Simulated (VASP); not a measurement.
# CdS (Fm-3m) in VASP: a series of runs

The runs below take CdS through single point, relaxation of cell and atoms, with r2SCANh, r2SCAN50, HF.

Everything below comes from runs of VASP 6.6.1. Logs are shortened: lines on timing, memory, paths and dates and some standing lists are left out, and cuts for length are marked.

**1. The cell of the first run**

Symmetry: Fm-3m, No. 225, cubic system. The conventional cell has a = 5.506 Å, b = 5.506 Å, c = 5.506 Å, α = 90.00°, β = 90.00°, γ = 90.00°. Within 3.6 Å of Cd (site symmetry m-3m) lie 6 S at 2.75 Å. Within 3.6 Å of S (site symmetry m-3m) lie 6 Cd at 2.75 Å.

**2. Single point, r2SCANh**

POSCAR reads:

```
CdS
1.0
    0.0000000000      2.7532440000      2.7532440000
    2.7532440000      0.0000000000      2.7532440000
    2.7532440000      2.7532440000      0.0000000000
Cd S
1 1
Direct
    0.0000000000      0.0000000000      0.0000000000
    0.5000000000      0.5000000000      0.5000000000
```

INCAR.step1 reads:

```
PREC = Accurate
ENCUT = 520
EDIFF = 1E-5
ISMEAR = -1
SIGMA = 0.05
LREAL = False
LASPH = True
NELM = 100
ALGO = Normal
ISIF = 2
LWAVE = True
LCHARG = False
NBANDS = 16
GGA = PE
```

INCAR.step2 reads:

```
PREC = Accurate
ENCUT = 520
EDIFF = 1E-6
ISMEAR = -1
SIGMA = 0.05
LREAL = False
LASPH = True
NELM = 100
ALGO = Normal
ISIF = 2
LWAVE = False
LCHARG = False
METAGGA = R2SCAN
LHFCALC = True
AEXX = 0.1
LMIXTAU = True
PRECFOCK = Normal
NBANDS = 16
ISTART = 1
```

KPOINTS reads:

```
regular mesh
0
Gamma
  4 4 4
```

Potentials or basis: VASP PAW PBE potentials, release 64 (Cd, S).

The run is started by

```console
> cat potpaw_PBE.64/Cd/POTCAR potpaw_PBE.64/S/POTCAR > POTCAR
> cp INCAR.step1 INCAR
> mpirun -np 1 vasp_std > vasp.out
> cp INCAR.step2 INCAR
> mpirun -np 1 vasp_std > vasp.out
```

OUTCAR:

```text
PREC = Accurate
   ENCUT = 520
   EDIFF = 1E-6
   ISMEAR = -1
   LREAL = False
   LASPH = True
   NELM = 100
   ISIF = 2
   METAGGA = R2SCAN
   LHFCALC = True
   AEXX = 0.1
   PRECFOCK = Normal
   ISTART = 1

 ion  position               nearest neighbor table
   1  0.000  0.000  0.000-   2 2.75   2 2.75   2 2.75   2 2.75   2 2.75   2 2.75
   2  0.500  0.500  0.500-   1 2.75   1 2.75   1 2.75   1 2.75   1 2.75   1 2.75

  LATTYP: Found a face centered cubic cell.
 ALAT       =     5.5064880000

  Lattice vectors:

 A1 = (   0.0000000000,   2.7532440000,   2.7532440000)
 A2 = (   2.7532440000,   0.0000000000,   2.7532440000)
 A3 = (   2.7532440000,   2.7532440000,   0.0000000000)

Analysis of symmetry for initial positions (statically):
=====================================================================
 Subroutine PRICEL returns:
 Original cell was already a primitive cell.

 Routine SETGRP: Setting up the symmetry group for a
 face centered cubic supercell.

 Subroutine GETGRP returns: Found 48 space group operations
 (whereof 48 operations were pure point group operations)
 out of a pool of 48 trial point group operations.

The static configuration has the point symmetry O_h .

Analysis of symmetry for dynamics (positions and initial velocities):
=====================================================================
 Subroutine PRICEL returns:
 Original cell was already a primitive cell.

 Routine SETGRP: Setting up the symmetry group for a
 face centered cubic supercell.

 Subroutine GETGRP returns: Found 48 space group operations
 (whereof 48 operations were pure point group operations)
 out of a pool of 48 trial point group operations.

The dynamic configuration has the point symmetry O_h .

 Subroutine INISYM returns: Found 48 space group operations
 (whereof 48 operations are pure point group operations),
 and found     1 'primitive' translations

----------------------------------------------------------------------------------------

                                     Primitive cell

  volume of cell :      41.7411
[... 71 lines left out ...]
   NELM   =    100;   NELMIN=  2; NELMDL=  0     # of ELM steps
   EDIFF  = 0.1E-05   stopping-criterion for ELM
   LREAL  =      F    real-space projection
   EDIFFG = 0.1E-04   stopping-criterion for IOM
   NSW    =      0    number of steps for IOM
   IBRION =     -1    ionic relax: 0-MD 1-quasi-New 2-CG
   NFREE  =      0    steps in history (QN), initial steepest desc. (CG)
   ISIF   =      2    stress and relaxation
   ISYM   =      3    0-nonsym 1-usesym 2-fastsym
   POTIM  = 0.5000    time-step for ionic-motion
   TEBEG  =    0.0;   TEEND  =   0.0 temperature during run
   PSTRESS=    0.0 pullay stress
   NELECT =      18.0000    total number of electrons
   NUPDOWN=      -1.0000    fix difference up-down
   EMIN   =  10.00;   EMAX   =-10.00  energy-range for DOS
   EFERMI =   0.00;   METHOD = LEGACY
   ISMEAR =    -1;   SIGMA  =   0.05  broadening in eV -4-tet -1-fermi 0-gaus
   EFERMI_NEDOS =   21; number of points for ismear=-14 and -15
   IALGO  =     38    algorithm
   IMIX   =      1    mixing-type and parameters
     AMIX     =   0.40;   BMIX     =  1.00
     AMIX_MAG =   1.60;   BMIX_MAG =  1.00
  volume/ion in A,a.u.               =      20.87       140.84
  Fermi-wavevector in a.u.,A,eV,Ry     =   1.236833  2.337275 20.813583  1.529755
  Thomas-Fermi vector in A             =   2.371425
   LORBIT       =      0    0 simple, 1 ext, 2 COOP (PROOUT), +10 PAW based schemes
   METAGGA = R2SCAN    functional components
   LHFCALC =     T    Hartree Fock is set to
   PRECFOCK=normal    Normal, Fast or Accurate (Low or Medium for compatibility)
   ENCUT4O =  -1.0   cutoff for four orbital integrals eV
   NKREDX  =     1    reduce k-point grid by
   NKREDY  =     1    reduce k-point grid by
   NKREDZ  =     1    reduce k-point grid by
   AEXX    =    0.1000 exact exchange contribution
   HFSCREEN=    0.0000 screening length (either q_TF or 0.3 A-1)
   HFSCREENC=   0.0000 screening length for correlation (either q_TF or 0.3 A-1)
   ENCUTFOCK=  -1.0 apply spherical cutoff to Coloumb kernel
   IVDW    =     0    specifies the selected vdW correction
   LEPSILON=     F    determine dielectric tensor
   LRPA    =     F    only Hartree local field effects (RPA)
 non-spin polarized calculation
  energy-cutoff  :      520.00
  volume of cell :       41.74
 maximum number of plane-waves:      1158
 NGX is ok and might be reduce to    30
  NGX = 24; NGY = 24; NGZ = 24

 number of electron      18.0000005 magnetization

 Free energy of the ion-electron system (eV)
  ---------------------------------------------------
  ext. energy  EPLUGINS =         0.00000000
  ---------------------------------------------------
  free energy    TOTEN  =       -27.94283136 eV

  energy without entropy =      -27.94283094  energy(sigma->0) =      -27.94283115

 E-fermi :   2.8153     XC(G=0):  -9.8847

 val. band max:        2.1275415392   @ k =   0.5000   0.0000   0.0000
 cond. band min:       3.4489655438   @ k =   0.5000   0.5000   0.0000
 fundamental gap:      1.3214240046
 Fermi energy:         2.8152736931

 k-point     1 :       0.0000    0.0000    0.0000
  band No.  band energies     occupation
      1     -11.4356      2.00000
      2      -6.2018      2.00000
      3      -6.2018      2.00000
      4      -6.1943      2.00000
      5      -6.1943      2.00000
      6      -6.1943      2.00000
[... 129 lines left out ...]
      3      -6.1850      2.00000
      4      -6.1850      2.00000
      5      -5.9465      2.00000
      6      -5.4223      2.00000
[... 8 lines left out ...]
     15      16.6470      0.00000
     16      18.2362      0.00000

------------------------ aborting loop because EDIFF is reached ----------------------------------------

  FORCE on cell =-STRESS in cart. coord.  units (eV):
  Direction    XX          YY          ZZ          XY          YZ          ZX
  --------------------------------------------------------------------------------------
  -------------------------------------------------------------------------------------
  Total       -0.5052362     -0.5052362     -0.5052362      0.0000000     -0.0000000      0.0000000
  in kB      -19.3928191    -19.3928191    -19.3928191      0.0000000     -0.0000000      0.0000000
  external PRESSURE =     -19.3928191 kB  Pullay stress =       0.0000000 kB

 VOLUME and BASIS-vectors are now :
 -----------------------------------------------------------------------------
  energy-cutoff  :      520.00
  volume of cell :       41.74
      direct lattice vectors                 reciprocal lattice vectors
     0.000000000  2.753244000  2.753244000    -0.181603955  0.181603955  0.181603955
     2.753244000  0.000000000  2.753244000     0.181603955 -0.181603955  0.181603955
     2.753244000  2.753244000  0.000000000     0.181603955  0.181603955 -0.181603955

 POSITION                                       TOTAL-FORCE (eV/Angst)
 -----------------------------------------------------------------------------------
      0.00000      0.00000      0.00000         0.000000      0.000000     -0.000000
      2.75324      2.75324      2.75324         0.000000     -0.000000      0.000000
 -----------------------------------------------------------------------------------
    total drift:                                0.000000     -0.000000     -0.000000

  FREE ENERGIE OF THE ION-ELECTRON SYSTEM (eV)
  ---------------------------------------------------
  free  energy   TOTEN  =       -27.9428313628 eV

  energy  without entropy=      -27.9428309416  energy(sigma->0) =      -27.94283115
```

OUTCAR.step1:

```text
PREC = Accurate
   ENCUT = 520
   EDIFF = 1E-5
   ISMEAR = -1
   LREAL = False
[... 355 lines left out ...]
      0.00000      0.00000      0.00000         0.000000      0.000000      0.000000
      2.75324      2.75324      2.75324        -0.000000     -0.000000     -0.000000
 -----------------------------------------------------------------------------------
    total drift:                               -0.000000      0.000000      0.000000

  FREE ENERGIE OF THE ION-ELECTRON SYSTEM (eV)
  ---------------------------------------------------
  free  energy   TOTEN  =        -5.8012058986 eV

  energy  without entropy=       -5.7959369149  energy(sigma->0) =       -5.79857141
```

OSZICAR.step1:

```text
N       E                     dE             d eps       ncg     rms          rms(c)
DAV:   1     0.993899674070E+02    0.99390E+02   -0.10054E+04   272   0.107E+03
DAV:   2    -0.291843626253E+01   -0.10231E+03   -0.95399E+02   320   0.247E+02
DAV:   3    -0.640197289827E+01   -0.34835E+01   -0.34790E+01   336   0.467E+01
DAV:   4    -0.641960069924E+01   -0.17628E-01   -0.17627E-01   304   0.328E+00
DAV:   5    -0.641978373077E+01   -0.18303E-03   -0.18303E-03   328   0.320E-01    0.712E+00
DAV:   6    -0.583001718533E+01    0.58977E+00   -0.87637E-01   320   0.115E+01    0.609E+00
DAV:   7    -0.580213645440E+01    0.27881E-01   -0.18320E-01   280   0.306E+00    0.316E+00
DAV:   8    -0.580165762622E+01    0.47883E-03   -0.21608E-02   280   0.182E+00    0.346E-01
DAV:   9    -0.580117795995E+01    0.47967E-03   -0.31607E-03   296   0.739E-01    0.726E-02
DAV:  10    -0.580117760330E+01    0.35666E-06   -0.41019E-04   288   0.207E-01    0.520E-02
DAV:  11    -0.580120749437E+01   -0.29891E-04   -0.52905E-05   288   0.608E-02    0.405E-02
DAV:  12    -0.580120589860E+01    0.15958E-05   -0.24600E-05   288   0.329E-02
   1 F= -.58012059E+01 E0= -.57985714E+01  d E =-.526898E-02
```

Wall time 3.7 min (1 thread of Intel Xeon 6975P-C (Granite Rapids), shared host); peak memory 0.18 GiB.

Results:

```yaml
Free_energy: -27.9428 eV
Pressure: -1.9 GPa
Band_gap_on_the_k_mesh: 1.32 eV (least direct gap 2.74 eV)
```

Caveat: the k points lie up to 0.49 Å⁻¹ apart; the PAW data sets were made with another functional, which shifts forces and pressure a little.

**3. Single point, r2SCAN50**

POSCAR is that of step 2.

INCAR.step1 reads:

```
SYSTEM = CdS
ALGO = Normal ; EDIFF = 1E-5
ENCUT = 520 ; GGA = PE
ISIF = 2 ; ISMEAR = -1
LASPH = .TRUE. ; LCHARG = .FALSE.
LREAL = .FALSE. ; LWAVE = .TRUE.
NBANDS = 16 ; NELM = 80
PREC = Accurate ; SIGMA = 0.05
```

INCAR.step2 reads:

```
SYSTEM = CdS
AEXX = 0.5 ; ALGO = Normal
EDIFF = 1E-6 ; ENCUT = 520
ISIF = 2 ; ISMEAR = -1
ISTART = 1 ; LASPH = .TRUE.
LCHARG = .FALSE. ; LHFCALC = .TRUE.
LMIXTAU = .TRUE. ; LREAL = .FALSE.
LWAVE = .FALSE. ; METAGGA = R2SCAN
NBANDS = 16 ; NELM = 80
PREC = Accurate ; PRECFOCK = Normal
SIGMA = 0.05
```

KPOINTS reads:

```
k-points
0
G
  4 4 4
  0 0 0
```

Potentials or basis: VASP PAW PBE potentials, release 64 (Cd, S).

The run is started by

```console
> cat potpaw_PBE.64/Cd/POTCAR potpaw_PBE.64/S/POTCAR > POTCAR
> cp INCAR.step1 INCAR
> mpirun -np 1 vasp_std > vasp.out
> cp INCAR.step2 INCAR
> mpirun -np 1 vasp_std > vasp.out
```

It took 4.2 min on 1 thread of Intel Xeon 6975P-C (Granite Rapids), shared host; peak memory 0.18 GiB.

Results (log left out):

```
Free energy            : -22.0004 eV
Pressure               : -3.5 GPa
Band gap on the k mesh : 3.91 eV (least direct gap 5.29 eV)
```

Levels at points of the mesh, in eV from the valence-band top:
| k point | band 7 | band 8 | band 9 | band 10 | band 11 | band 12 |
| --- | --- | --- | --- | --- | --- | --- |
| (0.00, 0.00, 0.00) | -0.69 | -0.69 | -0.69 | 4.60 | 13.19 | 13.19 |
| (0.50, 0.00, 0.00) | -5.55 | 0.00 | 0.00 | 7.08 | 9.87 | 9.87 |
| (0.50, 0.50, 0.00) | -4.80 | -2.32 | -2.32 | 3.91 | 9.51 | 14.39 |

Caveat: the k points lie up to 0.49 Å⁻¹ apart; the PAW data sets were made with another functional, which shifts forces and pressure a little. A k mesh can miss the band edges.

**4. Single point, HF**

POSCAR is that of step 3.

INCAR.step1 reads:

```
SYSTEM = CdS
ALGO     = Normal         ! electronic algorithm
EDIFF    = 1E-5           ! SCF threshold, eV
ENCUT    = 520            ! plane-wave cutoff, eV
GGA      = PE             ! functional
ISIF     = 2              ! what is computed and relaxed
ISMEAR   = -1             ! smearing method
LASPH    = .True.         ! aspherical terms in the spheres
LREAL    = .False.        ! projectors in reciprocal space
LWAVE    = .True.         ! write WAVECAR
NBANDS   = 16             ! bands
NELM     = 80             ! most SCF steps
PREC     = Accurate       ! precision mode
SIGMA    = 0.05           ! smearing width, eV
```

INCAR.step2 reads:

```
SYSTEM = CdS
AEXX     = 1.0            ! exact-exchange fraction
AGGAC    = 0.0          
ALDAC    = 0.0          
ALGO     = Normal         ! electronic algorithm
EDIFF    = 1E-7           ! SCF threshold, eV
ENCUT    = 520            ! plane-wave cutoff, eV
GGA      = PE             ! functional
ISIF     = 2              ! what is computed and relaxed
ISMEAR   = -1             ! smearing method
ISTART   = 1            
LASPH    = .True.         ! aspherical terms in the spheres
LCHARG   = .True.         ! write CHGCAR
LELF     = .True.         ! ELF
LHFCALC  = .True.         ! exact exchange
LREAL    = .False.        ! projectors in reciprocal space
LVHAR    = .True.       
LWAVE    = .False.        ! write WAVECAR
NBANDS   = 16             ! bands
NELM     = 80             ! most SCF steps
PREC     = Accurate       ! precision mode
PRECFOCK = Normal       
SIGMA    = 0.05           ! smearing width, eV
```

KPOINTS reads:

```
k-points
0
Gamma
  4 4 4
  0 0 0
```

The run is started by

```console
> cat potpaw_PBE.64/Cd/POTCAR potpaw_PBE.64/S/POTCAR > POTCAR
> cp INCAR.step1 INCAR
> mpirun -np 1 vasp_std > vasp.out
> cp INCAR.step2 INCAR
> mpirun -np 1 vasp_std > vasp.out
```

It took 6 min on 1 thread of Intel Xeon 6975P-C (Granite Rapids), shared host; peak memory 0.17 GiB.

The run converged. Its results:

```yaml
Free_energy: -12.4152 eV
Pressure: 4.5 GPa
Band_gap_on_the_k_mesh: 7.87 eV (least direct gap 9.42 eV)
```

Levels at points of the mesh, in eV from the valence-band top:
```
           k point  band 6  band 7  band 8  band 9  band 10  band 11  band 12  band 13
(0.00, 0.00, 0.00)  -12.20   -0.69   -0.69   -0.69     8.73    17.29    17.29    17.29
(0.50, 0.00, 0.00)  -12.04   -5.99    0.00    0.00    10.97    13.92    13.92    16.34
(0.50, 0.50, 0.00)  -11.00   -5.22   -2.49   -2.49     7.87    13.33    18.98    20.78
```

Caveat: the k points lie up to 0.49 Å⁻¹ apart; the PAW data sets were made with another functional, which shifts forces and pressure a little.

**5. Single point, HF**

This run uses another cell than the first one, of 22.13 Å³/atom.

POSCAR reads:

```
CdS
1.0
    0.0000000000      2.8073385648      2.8073385648
    2.8073385648      0.0000000000      2.8073385648
    2.8073385648      2.8073385648      0.0000000000
Cd S
1 1
Direct
    0.0000000000      0.0000000000      0.0000000000
    0.5000000000      0.5000000000      0.5000000000
```

INCAR.step1 reads:

```
SYSTEM = CdS
  PREC = Accurate
  ENCUT = 520
  EDIFF = 1E-5
  ISMEAR = -1
  SIGMA = 0.05
  LREAL = .FALSE.
  LASPH = .TRUE.
  NELM = 80
  ALGO = Normal
  ISIF = 2
  LWAVE = .TRUE.
  LCHARG = .FALSE.
  GGA = PE
  NBANDS = 16
```

INCAR.step2 reads:

```
SYSTEM = CdS
  PREC = Accurate
  ENCUT = 520
  EDIFF = 1E-6
  ISMEAR = -1
  SIGMA = 0.05
  LREAL = .FALSE.
  LASPH = .TRUE.
  NELM = 80
  ALGO = Normal
  ISIF = 2
  LWAVE = .FALSE.
  LCHARG = .FALSE.
  GGA = PE
  LHFCALC = .TRUE.
  AEXX = 1.0
  ALDAC = 0.0
  AGGAC = 0.0
  PRECFOCK = Normal
  ISTART = 1
  NBANDS = 16
```

KPOINTS reads:

```
regular mesh
0
G
  4 4 4
  0 0 0
```

The run is started by

```console
> cat potpaw_PBE.64/Cd/POTCAR potpaw_PBE.64/S/POTCAR > POTCAR
> cp INCAR.step1 INCAR
> mpirun -np 1 vasp_std > vasp.out
> cp INCAR.step2 INCAR
> mpirun -np 1 vasp_std > vasp.out
```

It took 5.2 min on 1 thread of Intel Xeon 6975P-C (Granite Rapids), shared host; peak memory 0.17 GiB.

Results (log left out):

```
Free energy            : -12.4466 eV
Pressure               : -0.3 GPa
Band gap on the k mesh : 7.79 eV (least direct gap 8.90 eV)
```

Levels at points of the mesh, in eV from the valence-band top:
```
           k point  band 6  band 7  band 8  band 9  band 10  band 11  band 12  band 13
(0.00, 0.00, 0.00)  -12.21   -0.57   -0.57   -0.57     8.33    17.15    17.15    17.15
(0.50, 0.00, 0.00)  -12.07   -5.61    0.00    0.00    10.91    13.85    13.85    15.67
(0.50, 0.50, 0.00)  -11.16   -4.78   -2.24   -2.24     7.79    13.31    18.44    20.17
```

Caveat: the k points lie up to 0.48 Å⁻¹ apart; the PAW data sets were made with another functional, which shifts forces and pressure a little. A k mesh can miss the band edges.

**6. Relaxation of cell and atoms, HF**

POSCAR reads:

```
CdS
1.0
    0.0000000000      2.7532440000      2.7532440000
    2.7532440000      0.0000000000      2.7532440000
    2.7532440000      2.7532440000      0.0000000000
Cd S
1 1
Direct
    0.0000000000      0.0000000000      0.0000000000
    0.5000000000      0.5000000000      0.5000000000
```

INCAR.step1 reads:

```
  PREC = Accurate
  ENCUT = 600
  EDIFF = 1E-5
  ISMEAR = -1
  SIGMA = 0.05
  LREAL = False
  LASPH = True
  NELM = 60
  ALGO = Normal
  LWAVE = True
  LCHARG = False
  GGA = PE
  NBANDS = 16
```

INCAR.step2 reads:

```
  PREC = Accurate
  ENCUT = 600
  EDIFF = 1E-6
  ISMEAR = -1
  SIGMA = 0.05
  LREAL = False
  LASPH = True
  NELM = 60
  ALGO = Normal
  ISIF = 3
  LWAVE = False
  LCHARG = False
  GGA = PE
  LHFCALC = True
  AEXX = 1.0
  ALDAC = 0.0
  AGGAC = 0.0
  PRECFOCK = Normal
  IBRION = 2
  NSW = 60
  EDIFFG = -0.01
  ISTART = 1
```

KPOINTS reads:

```
regular mesh
0
Gamma
  4 4 4
```

Potentials or basis: VASP PAW PBE potentials, release 64 (Cd, S).

The run is started by

```console
> cat potpaw_PBE.64/Cd/POTCAR potpaw_PBE.64/S/POTCAR > POTCAR
> cp INCAR.step1 INCAR
> mpirun -np 1 vasp_std > vasp.out
> cp INCAR.step2 INCAR
> mpirun -np 1 vasp_std > vasp.out
```

Run time: 12 min. Hardware: 1 thread of Intel Xeon 6975P-C (Granite Rapids), shared host; peak memory 0.19 GiB.

Results (log left out):

```yaml
Free_energy: -12.4465 eV
Relaxed_volume: 22.01 Å³/atom
Relaxed_cell: a = 3.963 Å, b = 3.963 Å, c = 3.963 Å, α = 60.00°, β = 60.00°, γ = 60.00°
Space_group_after_relaxing_to_0.1_Å: Fm-3m (No. 225)
Energy_gained_by_relaxing: 15.2 meV/atom
Ionic_steps: 3
Pressure_after_relaxing: -0.1 GPa
Band_gap_on_the_k_mesh: 7.79 eV (least direct gap 8.94 eV)
```

Step by step:
| step | energy change (eV) | largest force (eV/Å) | pressure (GPa) | volume (Å³) |
| --- | --- | --- | --- | --- |
| 1 | 0.0000 | 0.0000 | 4.50 | 41.74 |
| 2 | -0.0211 | 0.0000 | -2.15 | 45.38 |
| 3 | -0.0304 | 0.0000 | -0.07 | 44.02 |

Final structure:
```
CELL_PARAMETERS angstrom
0.00000 2.80247 2.80247
2.80247 0.00000 2.80247
2.80247 2.80247 0.00000
ATOMIC_POSITIONS crystal
Cd 0.00000 0.00000 0.00000
S 0.50000 0.50000 0.50000
```

Levels at points of the mesh, in eV from the valence-band top:
| k point | band 5 | band 6 | band 7 | band 8 | band 9 | band 10 | band 11 | band 12 | band 13 |
| --- | --- | --- | --- | --- | --- | --- | --- | --- | --- |
| (0.00, 0.00, 0.00) | -12.21 | -12.21 | -0.58 | -0.58 | -0.58 | 8.36 | 17.16 | 17.16 | 17.16 |
| (0.50, 0.00, 0.00) | -12.07 | -12.07 | -5.65 | 0.00 | 0.00 | 10.92 | 13.85 | 13.85 | 15.73 |
| (0.50, 0.50, 0.00) | -12.02 | -11.15 | -4.82 | -2.26 | -2.26 | 7.79 | 13.31 | 18.49 | 20.22 |

Caveat: the k points lie up to 0.49 Å⁻¹ apart in the final cell; the PAW data sets were made with another functional, which shifts forces and pressure a little. A k mesh can miss the band edges.

**7. Summary**

```tsv
task	level	cell	cutoff (eV)	share of exact exchange	gap on the mesh (eV)	pressure (GPa)
single point	r2SCANh	a = 3.894 Å, angles 60.0°, 2 atoms	520	0.1	1.32	-1.9
single point	r2SCAN50	a = 3.894 Å, angles 60.0°, 2 atoms	520	0.5	3.91	-3.5
single point	HF	a = 3.894 Å, angles 60.0°, 2 atoms	520	1	7.87	4.5
single point	HF	a = 3.970 Å, angles 60.0°, 2 atoms	520	1	7.79	-0.3
relaxation of cell and atoms	HF	relaxed from a = 3.894 Å, angles 60.0°, 2 atoms	600	1	7.79	-0.1
```

Alike in all rows: potentials or basis VASP PAW PBE potentials, release 64 (Cd, S); no spin polarisation; k mesh 4 × 4 × 4; smearing fermi-dirac 0.05 eV.

Caveats: all runs use coarse meshes; the PAW data sets were made with another functional, which shifts forces and pressure a little.

Absolute energies hang on the potentials; compare differences alone.
